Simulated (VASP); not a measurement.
BeCd2O3: single point with PBEsol

The system is BeCd2O3.

```
Be Cd O
1.0
     2.56662   -4.43969    0.00194
     2.56782    4.43906    0.00021
    -0.00156    0.00058    2.98299
Be Cd O
1 2 3
Direct
  0.80046 0.80414 0.00379
  0.48186 0.13868 0.50390
  0.13498 0.48554 0.50390
  0.82579 0.13593 0.00388
  0.13227 0.82951 0.00387
  0.62078 0.62446 0.50383
```

| Item | Value |
| --- | --- |
| Program | VASP 6.6.1 |
| Task | single point |
| Functional | PBEsol |
| Potentials or basis | VASP PAW PBE potentials, release 64 (Be, Cd_sv_GW, O) |
| Cutoff | 600 eV |
| k mesh | 4 × 4 × 6 |
| Occupations | fermi-dirac, width 0.05 eV |
| Spin | no spin polarisation |
| Dipole correction | no |
| Further INCAR settings | ALGO = Normal; EDIFF = 1e-06; NBANDS = 39 |

```yaml
Pressure: -0.4 GPa
Largest_force: 0.029 eV/Å
Band_gap_on_the_k_mesh: 0.44 eV
```

Forces on the atoms (eV/Å):
```
Be  -0.026  0.000  0.001
Cd  -0.001 -0.003 -0.001
Cd   0.000  0.003 -0.001
O    0.017  0.024  0.000
O    0.015 -0.024  0.000
O   -0.006  0.000  0.000
```

Levels at points of the mesh, in eV from the valence-band top:
```csv
k point,band 27,band 28,band 29,band 30,band 31,band 32,band 33,band 34
"(0.00, 0.00, 0.00)",-0.91,-0.71,-0.62,0.00,0.44,6.32,7.29,8.38
"(0.50, 0.00, 0.00)",-1.54,-1.02,-0.61,-0.43,3.17,3.60,6.39,7.32
"(0.00, 0.50, 0.00)",-1.54,-1.02,-0.61,-0.43,3.17,3.60,6.39,7.32
"(0.50, 0.50, 0.00)",-1.92,-1.20,-0.96,-0.05,3.05,3.68,6.04,8.78
"(0.00, 0.00, 0.50)",-2.42,-1.91,-1.42,-0.54,5.10,5.37,6.20,6.77
"(0.50, 0.00, 0.50)",-2.13,-1.44,-0.92,-0.51,4.43,6.12,6.39,7.69
"(0.00, 0.50, 0.50)",-2.13,-1.44,-0.92,-0.51,4.43,6.12,6.39,7.69
"(0.50, 0.50, 0.50)",-2.11,-2.04,-0.81,-0.17,4.93,5.66,6.33,6.89
```

Run time: 98 s on 1 thread of Intel(R) Xeon(R) 6975P-C (Granite Rapids), with other jobs on the host, peak memory 0.31 GiB.

Caveat: the PAW data sets were made with another functional, which shifts forces and pressure a little.
